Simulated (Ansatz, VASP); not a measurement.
# One calculation of PbS, two programs

Contents of POSCAR:

```
PbS
1.0
    3.6536590000      0.0000000000      0.0000000000
    0.0000000000      3.6536590000      0.0000000000
    0.0000000000      0.0000000000      3.6536590000
Pb S
1 1
Direct
    0.0000000000      0.0000000000      0.0000000000
    0.5000000000      0.5000000000      0.5000000000
```

Contents of INCAR.step1:

```
SYSTEM = PbS
PREC = Accurate
ENCUT = 520
EDIFF = 1E-5
ISMEAR = -1
SIGMA = 0.05
LREAL = .FALSE.
LASPH = .TRUE.
NELM = 60
ALGO = Normal
ISIF = 2
LWAVE = .TRUE.
LCHARG = .FALSE.
NBANDS = 17
GGA = PE
```

Contents of INCAR.step2:

```
SYSTEM = PbS
PREC = Accurate
ENCUT = 520
EDIFF = 1E-7
ISMEAR = -1
SIGMA = 0.05
LREAL = .FALSE.
LASPH = .TRUE.
NELM = 60
ALGO = Normal
ISIF = 2
LWAVE = .FALSE.
LCHARG = .FALSE.
GGA = PS
LHFCALC = .TRUE.
AEXX = 0.25
PRECFOCK = Normal
NBANDS = 17
ISTART = 1
```

The input KPOINTS:

```
regular mesh
0
G
  4 4 4
  0 0 0
```

Contents of input:

```
crystal:
  lattice:
    - [3.653659, 0.0, 0.0]
    - [0.0, 3.653659, 0.0]
    - [0.0, 0.0, 3.653659]
  atoms:
    - { symbol: Pb, position: [0.0, 0.0, 0.0] }
    - { symbol: S, position: [0.5, 0.5, 0.5] }
hamiltonian:
  xc: { exchange: pbesol, correlation: pbesol, exx: { coeff: 0.25 } }
  pseudopotentials: { kind: paw }
kpoints:
  mp_grid: { grid: [4, 4, 4] }
scf:
  occupations: { method: fermi_dirac, width: 0.05 }
output:
  forces: true
  stress: true
  eigenvalues: true
```

Alike in both runs: task single point; functional PBEsol-based global hybrid; k mesh 4 × 4 × 4; occupations fermi-dirac, width 0.05 eV; no spin polarisation.

|  | VASP | Ansatz |
| --- | --- | --- |
| version | VASP 6.6.1 | Ansatz 0.2.0 |
| potentials or method | VASP PAW PBE potentials, release 64 (Pb_d, S) | Ansatz PAW |
| plane-wave cutoff (eV) | 520 | 420 |
| valence electrons in the cell | 20 | 20 |

```tsv
	VASP	Ansatz	Ansatz less VASP
gap on the k mesh at the Fermi level (eV)	none	none	-
pressure (GPa)	-5.0	-4.8	+0.21
```

VASP's potentials were made for PBE, not for PBEsol-based global hybrid. A gap of «none» marks a metal or a gap that the smearing closes. The functional is the same, so the differences come from potentials, cutoffs and numerics.

The k mesh is coarse, so the values compare programs but aren't converged. Neither program's run includes spin-orbit coupling.
